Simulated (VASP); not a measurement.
# Y (Fm-3m) in VASP: a series of runs

Y is run at these levels: LDA; tasks: single point.

Program: VASP 6.6.1. These are calculated values, not measurements. Logs are shortened: lines on timing, memory, paths and dates and some standing lists are left out, and cuts for length are marked.

## 1. The cell of the first run

Symmetry: Fm-3m, No. 225, cubic system. The conventional cell has a = 4.903 Å, b = 4.903 Å, c = 4.903 Å, α = 90.00°, β = 90.00°, γ = 90.00°. Within 4.6 Å of Y (site symmetry m-3m) lie 12 Y at 3.47 Å.

## 2. Single point, LDA (volume scaled by 0.96)

Contents of INCAR:

```
PREC     = Accurate       # precision mode
ENCUT    = 520            # plane-wave cutoff, eV
EDIFF    = 1E-6           # SCF threshold, eV
ISMEAR   = -1             # smearing method
SIGMA    = 0.05           # smearing width, eV
LREAL    = False          # projectors in reciprocal space
LASPH    = True           # aspherical terms in the spheres
NELM     = 100            # most SCF steps
ALGO     = Normal         # electronic algorithm
ISIF     = 2              # what is computed and relaxed
LWAVE    = False          # write WAVECAR
LCHARG   = True           # write CHGCAR
GGA      = CA             # functional
LELF     = True           # ELF
LVHAR    = True         
NBANDS   = 12             # bands
```

Contents of KPOINTS:

```
Automatic mesh
0
Gamma
  13 13 13
```

Contents of POSCAR:

```
Y
1.0
    0.0000000000      2.4514148019      2.4514148019
    2.4514148019      0.0000000000      2.4514148019
    2.4514148019      2.4514148019      0.0000000000
Y
1
Direct
    0.0000000000      0.0000000000      0.0000000000
```

Potentials or basis: VASP PAW LDA potentials, release 64 (Y_sv).

Command:

```
$ cat potpaw_LDA.64/Y_sv/POTCAR > POTCAR
$ mpirun -np 1 vasp_std > vasp.out
```

OUTCAR:

```text
PREC = Accurate
   ENCUT = 520
   EDIFF = 1E-6
   ISMEAR = -1
   LREAL = False
   LASPH = True
   NELM = 100
   ISIF = 2
   GGA = CA

 ion  position               nearest neighbor table
   1  0.000  0.000  0.000-

  LATTYP: Found a face centered cubic cell.
 ALAT       =     4.9028296038

  Lattice vectors:

 A1 = (   0.0000000000,   2.4514148019,   2.4514148019)
 A2 = (   2.4514148019,   0.0000000000,   2.4514148019)
 A3 = (   2.4514148019,   2.4514148019,   0.0000000000)

Analysis of symmetry for initial positions (statically):
=====================================================================
 Subroutine PRICEL returns:
 Original cell was already a primitive cell.

 Routine SETGRP: Setting up the symmetry group for a
 face centered cubic supercell.

 Subroutine GETGRP returns: Found 48 space group operations
 (whereof 48 operations were pure point group operations)
 out of a pool of 48 trial point group operations.

The static configuration has the point symmetry O_h .

Analysis of symmetry for dynamics (positions and initial velocities):
=====================================================================
 Subroutine PRICEL returns:
 Original cell was already a primitive cell.

 Routine SETGRP: Setting up the symmetry group for a
 face centered cubic supercell.

 Subroutine GETGRP returns: Found 48 space group operations
 (whereof 48 operations were pure point group operations)
 out of a pool of 48 trial point group operations.

The dynamic configuration has the point symmetry O_h .

 Subroutine INISYM returns: Found 48 space group operations
 (whereof 48 operations are pure point group operations),
 and found     1 'primitive' translations

----------------------------------------------------------------------------------------

                                     Primitive cell

  volume of cell :      29.4632

  direct lattice vectors                    reciprocal lattice vectors
     0.000000000  2.451414802  2.451414802    -0.203963850  0.203963850  0.203963850
     2.451414802  0.000000000  2.451414802     0.203963850 -0.203963850  0.203963850
     2.451414802  2.451414802  0.000000000     0.203963850  0.203963850 -0.203963850

  length of vectors
     3.466824060  3.466824060  3.466824060     0.353275750  0.353275750  0.353275750

  position of ions in fractional coordinates (direct lattice)
     0.000000000  0.000000000  0.000000000

  ion indices of the primitive-cell ions
   primitive index   ion index
                 1           1

----------------------------------------------------------------------------------------

 KPOINTS: Automatic mesh

Automatic generation of k-mesh.
 Grid dimensions read from file:
 generate k-points for:   13   13   13

 Generating k-lattice:

  Cartesian coordinates                     Fractional coordinates (reciprocal lattice)
    -0.015689527  0.015689527  0.015689527     0.076923077  0.000000000  0.000000000
     0.015689527 -0.015689527  0.015689527     0.000000000  0.076923077  0.000000000
     0.015689527  0.015689527 -0.015689527     0.000000000  0.000000000  0.076923077

  Length of vectors
     0.027175058  0.027175058  0.027175058

  Shift w.r.t. Gamma in fractional coordinates (k-lattice)
     0.000000000  0.000000000  0.000000000

 Subroutine IBZKPT returns following result:
 ===========================================

 Found     84 irreducible k-points:

 Following reciprocal coordinates:
            Coordinates               Weight
  0.000000  0.000000  0.000000      1.000000
  0.076923  0.000000  0.000000      8.000000
  0.153846  0.000000  0.000000      8.000000
  0.230769  0.000000  0.000000      8.000000
  0.307692  0.000000  0.000000      8.000000
  0.384615  0.000000  0.000000      8.000000
[... 16 lines left out ...]
  0.384615  0.153846  0.000000     24.000000
  0.461538  0.153846  0.000000     24.000000
 [... further k-points ...]
   k-points           NKPTS =     84   k-points in BZ     NKDIM =     84   number of bands    NBANDS=     12
   number of dos      NEDOS =    301   number of ions     NIONS =      1
   total plane-waves  NPLWV =  21952
   dimension x,y,z NGX =    28 NGY =   28 NGZ =   28
   dimension x,y,z NGXF=    56 NGYF=   56 NGZF=   56
   ions per type =               1
   NGX,Y,Z   is equivalent  to a cutoff of  13.43, 13.43, 13.43 a.u.
   NGXF,Y,Z  is equivalent  to a cutoff of  26.85, 26.85, 26.85 a.u.
 SYSTEM =  unknown system
   PREC   = accura    normal or accurate (medium, high low for compatibility)
   ISTART =      0    job   : 0-new  1-cont  2-samecut
   ICHARG =      2    charge: 1-file 2-atom 10-const
   ISPIN  =      1    spin polarized calculation?
   LNONCOLLINEAR =      F non collinear calculations
   LSORBIT =      F    spin-orbit coupling
   LASPH  =      T    aspherical Exc in radial PAW
   ENCUT  =  520.0 eV  38.22 Ry    6.18 a.u.   6.45  6.45  6.45*2*pi/ulx,y,z
   NELM   =    100;   NELMIN=  2; NELMDL= -5     # of ELM steps
   EDIFF  = 0.1E-05   stopping-criterion for ELM
   LREAL  =      F    real-space projection
   EDIFFG = 0.1E-04   stopping-criterion for IOM
   NSW    =      0    number of steps for IOM
   IBRION =     -1    ionic relax: 0-MD 1-quasi-New 2-CG
   NFREE  =      0    steps in history (QN), initial steepest desc. (CG)
   ISIF   =      2    stress and relaxation
   ISYM   =      2    0-nonsym 1-usesym 2-fastsym
   POTIM  = 0.5000    time-step for ionic-motion
   TEBEG  =    0.0;   TEEND  =   0.0 temperature during run
   PSTRESS=    0.0 pullay stress
   NELECT =      11.0000    total number of electrons
   NUPDOWN=      -1.0000    fix difference up-down
   EMIN   =  10.00;   EMAX   =-10.00  energy-range for DOS
   EFERMI =   0.00;   METHOD = LEGACY
   ISMEAR =    -1;   SIGMA  =   0.05  broadening in eV -4-tet -1-fermi 0-gaus
   EFERMI_NEDOS =   21; number of points for ismear=-14 and -15
   IALGO  =     38    algorithm
   IMIX   =      4    mixing-type and parameters
     AMIX     =   0.40;   BMIX     =  1.00
     AMIX_MAG =   1.60;   BMIX_MAG =  1.00
  volume/ion in A,a.u.               =      29.46       198.83
  Fermi-wavevector in a.u.,A,eV,Ry     =   1.178815  2.227637 18.906716  1.389604
  Thomas-Fermi vector in A             =   2.315137
   LORBIT       =      0    0 simple, 1 ext, 2 COOP (PROOUT), +10 PAW based schemes
   GGA     = CA    functional components
   LHFCALC =     F    Hartree Fock is set to
   AEXX    =    0.0000 exact exchange contribution
   IVDW    =     0    specifies the selected vdW correction
   LEPSILON=     F    determine dielectric tensor
   LRPA    =     F    only Hartree local field effects (RPA)
 non-spin polarized calculation
  energy-cutoff  :      520.00
  volume of cell :       29.46
 maximum number of plane-waves:       821
 NGX is ok and might be reduce to    28
   NGX = 13   NGY = 13   NGZ = 13

 number of electron      11.0000001 magnetization

 Free energy of the ion-electron system (eV)
  ---------------------------------------------------
  ext. energy  EPLUGINS =         0.00000000
  ---------------------------------------------------
  free energy    TOTEN  =        -6.94535332 eV

  energy without entropy =       -6.93387087  energy(sigma->0) =       -6.93961210

 E-fermi :   3.4159     XC(G=0): -10.0705

 val. band max:        3.4152328708   @ k =   0.4615   0.2308   0.0769
 cond. band min:       3.4215291801   @ k =  -0.2308   0.3846   0.1538
 fundamental gap:      0.0062963094
 Fermi energy:         3.4159093456

 k-point     1 :       0.0000    0.0000    0.0000
  band No.  band energies     occupation
      1     -38.7978      2.00000
      2     -18.5241      2.00000
      3     -18.5241      2.00000
      4     -18.5241      2.00000
      5      -1.4560      2.00000
      6       5.2565      0.00000
      7       5.2565      0.00000
      8       5.2565      0.00000
      9       7.5084      0.00000
     10       7.5084      0.00000
     11      12.7448      0.00000
     12      16.2767      0.00000

 k-point     2 :       0.0769    0.0000    0.0000
  band No.  band energies     occupation
      1     -38.7919      2.00000
      2     -18.5733      2.00000
      3     -18.5301      2.00000
      4     -18.5301      2.00000
      5      -1.2898      2.00000
      6       5.0751      0.00000
      7       5.3343      0.00000
      8       5.3343      0.00000
      9       7.4179      0.00000
     10       7.4179      0.00000
     11      13.1231      0.00000
     12      15.5942      0.00000

 k-point     3 :       0.1538    0.0000    0.0000
  band No.  band energies     occupation
      1     -38.7757      2.00000
      2     -18.7072      2.00000
      3     -18.5467      2.00000
      4     -18.5467      2.00000
      5      -0.8210      2.00000
      6       4.6577      0.00000
      7       5.5023      0.00000
      8       5.5023      0.00000
      9       7.2716      0.00000
     10       7.2716      0.00000
     11      13.8394      0.00000
     12      14.7601      0.00000
[... 286 lines left out ...]
 k-point    23 :       0.3846    0.1538    0.0000
  band No.  band energies     occupation
      1     -38.7082      2.00000
      2     -19.1205      2.00000
      3     -18.6784      2.00000
      4     -18.6625      2.00000
      5       1.2375      2.00000
      6       3.5897      0.06006
      7       4.7229      0.00000
      8       5.8900      0.00000
      9       7.9327      0.00000
     10       8.8820      0.00000
     11      13.1358      0.00000
     12      15.0573      0.00000

 k-point    24 :       0.4615    0.1538    0.0000
  band No.  band energies     occupation
      1     -38.6923      2.00000
      2     -19.2245      2.00000
      3     -18.7172      2.00000
      4     -18.6688      2.00000
      5       1.6827      2.00000
      6       3.6388      0.02289
      7       4.6260      0.00000
      8       5.6999      0.00000
      9       8.8903      0.00000
     10       9.2487      0.00000
     11      12.1215      0.00000
     12      14.1991      0.00000

 [... further k-points ...]
[... 5 lines left out ...]
  --------------------------------------------------------------------------------------
  -------------------------------------------------------------------------------------
  Total       -0.0364859     -0.0364859     -0.0364859      0.0000000     -0.0000000      0.0000000
  in kB       -1.9840611     -1.9840611     -1.9840611      0.0000000     -0.0000000      0.0000000
  external PRESSURE =      -1.9840611 kB  Pullay stress =       0.0000000 kB

 VOLUME and BASIS-vectors are now :
 -----------------------------------------------------------------------------
  energy-cutoff  :      520.00
  volume of cell :       29.46
      direct lattice vectors                 reciprocal lattice vectors
     0.000000000  2.451414802  2.451414802    -0.203963850  0.203963850  0.203963850
     2.451414802  0.000000000  2.451414802     0.203963850 -0.203963850  0.203963850
     2.451414802  2.451414802  0.000000000     0.203963850  0.203963850 -0.203963850

 POSITION                                       TOTAL-FORCE (eV/Angst)
 -----------------------------------------------------------------------------------
      0.00000      0.00000      0.00000         0.000000      0.000000      0.000000
 -----------------------------------------------------------------------------------
    total drift:                               -0.000000     -0.000000     -0.000000

  FREE ENERGIE OF THE ION-ELECTRON SYSTEM (eV)
  ---------------------------------------------------
  free  energy   TOTEN  =        -6.9453533210 eV

  energy  without entropy=       -6.9338708720  energy(sigma->0) =       -6.93961210
```

Run time: 20 s. Hardware: 1 thread of Intel Xeon 6975P-C (Granite Rapids), shared host; peak memory 0.17 GiB.

Results:

```
Free energy : -6.9454 eV
Pressure    : -0.2 GPa
```

## 3. Single point, LDA (volume scaled by 0.99)

Contents of INCAR:

```
  PREC = Accurate
  ENCUT = 520
  EDIFF = 1E-6
  ISMEAR = -1
  SIGMA = 0.05
  LREAL = False
  LASPH = True
  NELM = 60
  ALGO = Normal
  ISIF = 2
  LWAVE = False
  LCHARG = False
  GGA = CA
  NBANDS = 12
```

KPOINTS is that of step 2.

Contents of POSCAR:

```
Y
1.0
    0.0000000000      2.4766889011      2.4766889011
    2.4766889011      0.0000000000      2.4766889011
    2.4766889011      2.4766889011      0.0000000000
Y
1
Direct
    0.0000000000      0.0000000000      0.0000000000
```

Potentials or basis: VASP PAW LDA potentials, release 64 (Y_sv).

Command:

```
$ cat potpaw_LDA.64/Y_sv/POTCAR > POTCAR
$ mpirun -np 1 vasp_std > vasp.out
```

OUTCAR:

```text
PREC = Accurate
   ENCUT = 520
   EDIFF = 1E-6
   ISMEAR = -1
   LREAL = False
   LASPH = True
   NELM = 60
   ISIF = 2
   GGA = CA

 ion  position               nearest neighbor table
   1  0.000  0.000  0.000-

  LATTYP: Found a face centered cubic cell.
 ALAT       =     4.9533778022

  Lattice vectors:

 A1 = (   0.0000000000,   2.4766889011,   2.4766889011)
 A2 = (   2.4766889011,   0.0000000000,   2.4766889011)
[... 529 lines left out ...]
      2     -19.4158      2.00000
      3     -18.9566      2.00000
      4     -18.9131      2.00000
      5       1.5340      2.00000
      6       3.4524      0.04175
      7       4.4447      0.00000
      8       5.4947      0.00000
      9       8.5620      0.00000
     10       8.9062      0.00000
     11      11.6677      0.00000
     12      13.8695      0.00000

 [... further k-points ...]
[... 5 lines left out ...]
  --------------------------------------------------------------------------------------
  -------------------------------------------------------------------------------------
  Total       -0.2879936     -0.2879936     -0.2879936      0.0000000      0.0000000      0.0000000
  in kB      -15.1861975    -15.1861975    -15.1861975      0.0000000      0.0000000      0.0000000
  external PRESSURE =     -15.1861975 kB  Pullay stress =       0.0000000 kB

 VOLUME and BASIS-vectors are now :
 -----------------------------------------------------------------------------
  energy-cutoff  :      520.00
  volume of cell :       30.38
      direct lattice vectors                 reciprocal lattice vectors
     0.000000000  2.476688901  2.476688901    -0.201882441  0.201882441  0.201882441
     2.476688901  0.000000000  2.476688901     0.201882441 -0.201882441  0.201882441
     2.476688901  2.476688901  0.000000000     0.201882441  0.201882441 -0.201882441

 POSITION                                       TOTAL-FORCE (eV/Angst)
 -----------------------------------------------------------------------------------
      0.00000      0.00000      0.00000         0.000000     -0.000000     -0.000000
 -----------------------------------------------------------------------------------
    total drift:                                0.000000     -0.000000     -0.000000

  FREE ENERGIE OF THE ION-ELECTRON SYSTEM (eV)
  ---------------------------------------------------
  free  energy   TOTEN  =        -6.9407307805 eV

  energy  without entropy=       -6.9289520682  energy(sigma->0) =       -6.93484142
```

Run time: 25 s. Hardware: 1 thread of Intel Xeon 6975P-C (Granite Rapids), shared host; peak memory 0.18 GiB.

Results:

* Free energy: -6.9407 eV
* Pressure: -1.5 GPa

Levels at points of the mesh, in eV from the Fermi level:
```tsv
k point	band 1	band 2	band 3	band 4	band 5	band 6	band 7	band 8	band 9	band 10
(0.00, 0.00, 0.00)	-42.28	-22.04	-22.04	-22.04	-4.84	1.81	1.81	1.81	3.97	3.97
```
